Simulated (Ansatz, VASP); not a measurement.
## One calculation of C, two programs

```
C
1.0
     0.00000    1.77143    1.77143
     1.77143    0.00000    1.77143
     1.77143    1.77143    0.00000
C
2
Direct
  0.50000 0.50000 0.50000
  0.75000 0.75000 0.75000
```

Change from the starting cell: volume scaled by 0.98, PAW files.

Alike in both runs: task electric field gradients; functional PBE; k mesh 20 × 20 × 20; occupations fermi-dirac, width 0.08 eV; no spin polarisation.

|  | VASP | Ansatz |
| --- | --- | --- |
| version | VASP 6.6.1 | Ansatz 0.2.0 |
| potentials or method | VASP PAW PBE potentials, release 64 (C) | PAW with Ansatz's default frozen-core files, scalar-relativistic |
| plane-wave cutoff (eV) | 520 | 420 |
| valence electrons in the cell | 8 | 8 |

```tsv
	VASP	Ansatz	Ansatz less VASP
gap on the k mesh at the Fermi level (eV)	4.18	4.19	+0.008
pressure (GPa)	11.7	11.0	-0.77
```
